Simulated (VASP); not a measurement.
# Hf (P6_3/mmc) in VASP: single point with PBEsol

Aim: the single point of Hf with PBEsol.

Program: VASP 6.6.1. These are calculated values, not measurements. Logs are shortened: lines on timing, memory, paths and dates and some standing lists are left out, and cuts for length are marked.

### 1 The cell of the first run

Symmetry: P6_3/mmc, No. 194, hexagonal system. Conventional cell: a = 3.159 Å, b = 3.159 Å, c = 4.999 Å, α = 90.00°, β = 90.00°, γ = 120.00°. Hf (site symmetry -6m2) has 12 Hf at 3.09 to 3.16 Å within 4.1 Å.

### 2 Single point, PBEsol

File INCAR:

```
SYSTEM = Hf
  ALGO = Normal
  EDIFF = 1E-6
  ENCUT = 520
  GGA = PS
  ISIF = 2
  ISMEAR = -1
  LASPH = .TRUE.
  LCHARG = .FALSE.
  LREAL = .FALSE.
  LWAVE = .FALSE.
  NBANDS = 28
  NELM = 80
  PREC = Accurate
  SIGMA = 0.05
```

File KPOINTS:

```
k-points
0
G
  10 7 6
  0 0 0
```

File POSCAR:

```
Hf
1.0
   -1.5794328365      2.7356579199      0.0000000000
    0.0000000000      0.0000000000      4.9986711318
    4.7382985093      2.7356579199      0.0000000000
Hf
4
Direct
    0.5000000000      0.2500000000      0.1666666670
    0.0000000000      0.2500000000      0.6666666670
    0.0000000000      0.7500000000      0.3333333330
    0.5000000000      0.7500000000      0.8333333330
```

Potentials or basis: VASP PAW PBE potentials, release 64 (Hf_pv).

Command:

```sh
cat potpaw_PBE.64/Hf_pv/POTCAR > POTCAR
mpirun -np 1 vasp_std > vasp.out
```

OUTCAR:

```text
SYSTEM = Hf
   EDIFF = 1E-6
   ENCUT = 520
   GGA = PS
   ISIF = 2
   ISMEAR = -1
   LASPH = .TRUE.
   LREAL = .FALSE.
   NELM = 80
   PREC = Accurate

 ion  position               nearest neighbor table
   1  0.500  0.250  0.167-   3 3.09   3 3.09   3 3.09   3 3.09   4 3.09   4 3.09   2 3.16   2 3.16
                             2 3.16   2 3.16
   2  0.000  0.250  0.667-   4 3.09   4 3.09   4 3.09   4 3.09   3 3.09   3 3.09   1 3.16   1 3.16
                             1 3.16   1 3.16
   3  0.000  0.750  0.333-   1 3.09   1 3.09   1 3.09   1 3.09   2 3.09   2 3.09   4 3.16   4 3.16
                             4 3.16   4 3.16
   4  0.500  0.750  0.833-   2 3.09   2 3.09   2 3.09   2 3.09   1 3.09   1 3.09   3 3.16   3 3.16
                             3 3.16   3 3.16

  LATTYP: Found a simple orthorhombic cell.
 ALAT       =     3.1588656729
 B/A-ratio  =     1.5824259875
 C/A-ratio  =     1.7320508075

  Lattice vectors:

 A1 = (  -1.5794328365,   2.7356579199,   0.0000000000)
 A2 = (   0.0000000000,   0.0000000000,   4.9986711318)
 A3 = (   4.7382985093,   2.7356579199,   0.0000000000)

Analysis of symmetry for initial positions (statically):
=====================================================================
 Subroutine PRICEL returns following result:

  LATTYP: Found a hexagonal cell.
 ALAT       =     3.1588656729
 C/A-ratio  =     1.5824259875

  Lattice vectors:

 A1 = (   1.5794328364,   2.7356579199,   0.0000000000)
 A2 = (  -3.1588656729,   0.0000000000,   0.0000000000)
 A3 = (   0.0000000000,   0.0000000000,   4.9986711318)

   2 primitive cells build up your supercell.

 Routine SETGRP: Setting up the symmetry group for a
 simple orthorhombic supercell.

 Subroutine GETGRP returns: Found  8 space group operations
 (whereof  4 operations were pure point group operations)
 out of a pool of  8 trial point group operations.

The static configuration has the point symmetry C_2h.
 The point group associated with its full space group is D_2h.

Analysis of symmetry for dynamics (positions and initial velocities):
=====================================================================
 Subroutine PRICEL returns following result:

  LATTYP: Found a hexagonal cell.
 ALAT       =     3.1588656729
 C/A-ratio  =     1.5824259875

  Lattice vectors:

 A1 = (   1.5794328364,   2.7356579199,   0.0000000000)
 A2 = (  -3.1588656729,   0.0000000000,   0.0000000000)
 A3 = (   0.0000000000,   0.0000000000,   4.9986711318)

   2 primitive cells build up your supercell.

 Routine SETGRP: Setting up the symmetry group for a
 simple orthorhombic supercell.

 Subroutine GETGRP returns: Found  8 space group operations
 (whereof  4 operations were pure point group operations)
 out of a pool of  8 trial point group operations.

The dynamic configuration has the point symmetry C_2h.
 The point group associated with its full space group is D_2h.

 Subroutine INISYM returns: Found  8 space group operations
 (whereof  4 operations are pure point group operations),
 and found     2 'primitive' translations

----------------------------------------------------------------------------------------

                                     Primitive cell

  volume of cell :      43.1964

  direct lattice vectors                    reciprocal lattice vectors
     1.579432836  2.735657920  0.000000000     0.000000000  0.365542780  0.000000000
    -3.158865673  0.000000000  0.000000000    -0.316569333  0.182771390  0.000000000
     0.000000000  0.000000000  4.998671132     0.000000000  0.000000000  0.200053169

  length of vectors
     3.158865673  3.158865673  4.998671132     0.365542780  0.365542780  0.200053169

  position of ions in fractional coordinates (direct lattice)
     0.666666667  0.333333333  0.250000000
     0.333333333  0.666666667  0.750000000

  ion indices of the primitive-cell ions
   primitive index   ion index
                 1           1
                 2           4

----------------------------------------------------------------------------------------

 KPOINTS: k-points

Automatic generation of k-mesh.
 Grid dimensions read from file:
 generate k-points for:   10    7    6

 Generating k-lattice:

  Cartesian coordinates                     Fractional coordinates (reciprocal lattice)
    -0.015828467  0.027415708  0.000000000     0.100000000  0.000000000  0.000000000
     0.000000000  0.000000000  0.028579024     0.000000000  0.142857143  0.000000000
     0.026380778  0.015230949  0.000000000     0.000000000  0.000000000  0.166666667

  Length of vectors
     0.031656933  0.028579024  0.030461898

  Shift w.r.t. Gamma in fractional coordinates (k-lattice)
     0.000000000  0.000000000  0.000000000

 Subroutine IBZKPT returns following result:
 ===========================================

 Found     96 irreducible k-points:

 Following reciprocal coordinates:
            Coordinates               Weight
  0.000000  0.000000  0.000000      1.000000
  0.100000  0.000000  0.000000      2.000000
  0.200000  0.000000  0.000000      2.000000
  0.300000  0.000000  0.000000      2.000000
  0.400000  0.000000  0.000000      2.000000
  0.500000  0.000000  0.000000      1.000000
[... 16 lines left out ...]
  0.400000  0.428571  0.000000      4.000000
  0.500000  0.428571  0.000000      2.000000
 [... further k-points ...]
   k-points           NKPTS =     96   k-points in BZ     NKDIM =     96   number of bands    NBANDS=     28
   number of dos      NEDOS =    301   number of ions     NIONS =      4
   total plane-waves  NPLWV =  40320
   dimension x,y,z NGX =    24 NGY =   40 NGZ =   42
   dimension x,y,z NGXF=    48 NGYF=   80 NGZF=   84
   ions per type =               4
   NGX,Y,Z   is equivalent  to a cutoff of  12.63, 13.30, 12.76 a.u.
   NGXF,Y,Z  is equivalent  to a cutoff of  25.26, 26.61, 25.52 a.u.
 SYSTEM =  Hf
   PREC   = accura    normal or accurate (medium, high low for compatibility)
   ISTART =      0    job   : 0-new  1-cont  2-samecut
   ICHARG =      2    charge: 1-file 2-atom 10-const
   ISPIN  =      1    spin polarized calculation?
   LNONCOLLINEAR =      F non collinear calculations
   LSORBIT =      F    spin-orbit coupling
   LASPH  =      T    aspherical Exc in radial PAW
   ENCUT  =  520.0 eV  38.22 Ry    6.18 a.u.   5.87  9.29 10.17*2*pi/ulx,y,z
   NELM   =     80;   NELMIN=  2; NELMDL= -5     # of ELM steps
   EDIFF  = 0.1E-05   stopping-criterion for ELM
   LREAL  =      F    real-space projection
   EDIFFG = 0.1E-04   stopping-criterion for IOM
   NSW    =      0    number of steps for IOM
   IBRION =     -1    ionic relax: 0-MD 1-quasi-New 2-CG
   NFREE  =      0    steps in history (QN), initial steepest desc. (CG)
   ISIF   =      2    stress and relaxation
   ISYM   =      2    0-nonsym 1-usesym 2-fastsym
   POTIM  = 0.5000    time-step for ionic-motion
   TEBEG  =    0.0;   TEEND  =   0.0 temperature during run
   PSTRESS=    0.0 pullay stress
   NELECT =      40.0000    total number of electrons
   NUPDOWN=      -1.0000    fix difference up-down
   EMIN   =  10.00;   EMAX   =-10.00  energy-range for DOS
   EFERMI =   0.00;   METHOD = LEGACY
   ISMEAR =    -1;   SIGMA  =   0.05  broadening in eV -4-tet -1-fermi 0-gaus
   EFERMI_NEDOS =   21; number of points for ismear=-14 and -15
   IALGO  =     38    algorithm
   IMIX   =      4    mixing-type and parameters
     AMIX     =   0.40;   BMIX     =  1.00
     AMIX_MAG =   1.60;   BMIX_MAG =  1.00
  volume/ion in A,a.u.               =      21.60       145.75
  Fermi-wavevector in a.u.,A,eV,Ry     =   1.266492  2.393322 21.823759  1.604001
  Thomas-Fermi vector in A             =   2.399690
   LORBIT       =      0    0 simple, 1 ext, 2 COOP (PROOUT), +10 PAW based schemes
   GGA     = PS    functional components
   LHFCALC =     F    Hartree Fock is set to
   AEXX    =    0.0000 exact exchange contribution
   IVDW    =     0    specifies the selected vdW correction
   LEPSILON=     F    determine dielectric tensor
   LRPA    =     F    only Hartree local field effects (RPA)
 non-spin polarized calculation
  energy-cutoff  :      520.00
  volume of cell :       86.39
 maximum number of plane-waves:      2356
 NGX is ok and might be reduce to    24
   NGX = 11   NGY = 19   NGZ = 21

 number of electron      39.9999991 magnetization

 Free energy of the ion-electron system (eV)
  ---------------------------------------------------
  ext. energy  EPLUGINS =         0.00000000
  ---------------------------------------------------
  free energy    TOTEN  =       -42.02413514 eV

  energy without entropy =      -41.99879601  energy(sigma->0) =      -42.01146557

 E-fermi :   5.0066     XC(G=0): -11.5528

 val. band max:        5.0046934454   @ k =   0.0000   0.4286   0.0000
 cond. band min:       5.0162987563   @ k =   0.3000   0.2857   0.0000
 fundamental gap:      0.0116053108
 Fermi energy:         5.0065969346

 k-point     1 :       0.0000    0.0000    0.0000
  band No.  band energies     occupation
      1     -26.0040      2.00000
      2     -25.8095      2.00000
      3     -25.6427      2.00000
      4     -25.5889      2.00000
      5     -25.3600      2.00000
      6     -25.2715      2.00000
[... 20 lines left out ...]
     27       7.0399      0.00000
     28       7.6977      0.00000

 k-point     2 :       0.1000    0.0000    0.0000
  band No.  band energies     occupation
      1     -25.9821      2.00000
      2     -25.7915      2.00000
      3     -25.6259      2.00000
      4     -25.5716      2.00000
      5     -25.3937      2.00000
      6     -25.2848      2.00000
[... 20 lines left out ...]
     27       7.2611      0.00000
     28       7.3654      0.00000

 k-point     3 :       0.2000    0.0000    0.0000
  band No.  band energies     occupation
      1     -25.9195      2.00000
      2     -25.7434      2.00000
      3     -25.5807      2.00000
      4     -25.5223      2.00000
      5     -25.4748      2.00000
      6     -25.3250      2.00000
[... 616 lines left out ...]
      3     -25.7633      2.00000
      4     -25.7124      2.00000
      5     -25.5418      2.00000
      6     -25.4776      2.00000
[... 20 lines left out ...]
     27       7.6589      0.00000
     28       7.8673      0.00000

 k-point    24 :       0.5000    0.4286    0.0000
  band No.  band energies     occupation
      1     -25.7966      2.00000
      2     -25.7966      2.00000
      3     -25.7721      2.00000
      4     -25.7721      2.00000
      5     -25.4467      2.00000
      6     -25.4467      2.00000
[... 20 lines left out ...]
     27       7.6820      0.00000
     28       7.6820      0.00000

 [... further k-points ...]

------------------------ aborting loop because EDIFF is reached ----------------------------------------

  FORCE on cell =-STRESS in cart. coord.  units (eV):
  Direction    XX          YY          ZZ          XY          YZ          ZX
  --------------------------------------------------------------------------------------
  -------------------------------------------------------------------------------------
  Total       -0.1974885     -0.1446360     -0.3532952     -0.0457716      0.0000000     -0.0000000
  in kB       -3.6624774     -2.6823134     -6.5519540     -0.8488469      0.0000000     -0.0000000
  external PRESSURE =      -4.2989149 kB  Pullay stress =       0.0000000 kB

 VOLUME and BASIS-vectors are now :
 -----------------------------------------------------------------------------
  energy-cutoff  :      520.00
  volume of cell :       86.39
      direct lattice vectors                 reciprocal lattice vectors
    -1.579432837  2.735657920  0.000000000    -0.158284667  0.274157085  0.000000000
     0.000000000  0.000000000  4.998671132     0.000000000  0.000000000  0.200053169
     4.738298509  2.735657920  0.000000000     0.158284667  0.091385695  0.000000000

 POSITION                                       TOTAL-FORCE (eV/Angst)
 -----------------------------------------------------------------------------------
      0.00000      1.82377      1.24967        -0.003139     -0.001812     -0.000000
      3.15887      1.82377      1.24967        -0.003139     -0.001812      0.000000
      1.57943      0.91189      3.74900         0.003139      0.001812     -0.000000
      3.15887      3.64754      3.74900         0.003139      0.001812      0.000000
 -----------------------------------------------------------------------------------
    total drift:                                0.000000      0.000000     -0.000000

  FREE ENERGIE OF THE ION-ELECTRON SYSTEM (eV)
  ---------------------------------------------------
  free  energy   TOTEN  =       -42.0241351369 eV

  energy  without entropy=      -41.9987960106  energy(sigma->0) =      -42.01146557
```

Run time: 69 s. Hardware: 1 thread of Intel Xeon 6975P-C (Granite Rapids), shared host; peak memory 0.3 GiB.

Results:

| Item | Value |
| --- | --- |
| Free energy | -42.0241 eV |
| Pressure | -0.4 GPa |
| Largest force | 0.004 eV/Å |
| Band gap on the k mesh | zero (bands 20 and 21 overlap by 1.26 eV) |

Forces in eV/Å, atoms in the order of the input:
```
Hf  -0.003 -0.002  0.000
Hf  -0.003 -0.002  0.000
Hf   0.003  0.002  0.000
Hf   0.003  0.002  0.000
```

Stress tensor (GPa, compression positive):
```
-0.37 -0.08  0.00
-0.08 -0.27  0.00
 0.00  0.00 -0.66
```

Caveat: the PAW data sets were made with another functional, which shifts forces and pressure a little; spin-orbit coupling is left out, which moves the levels of the heavy elements.
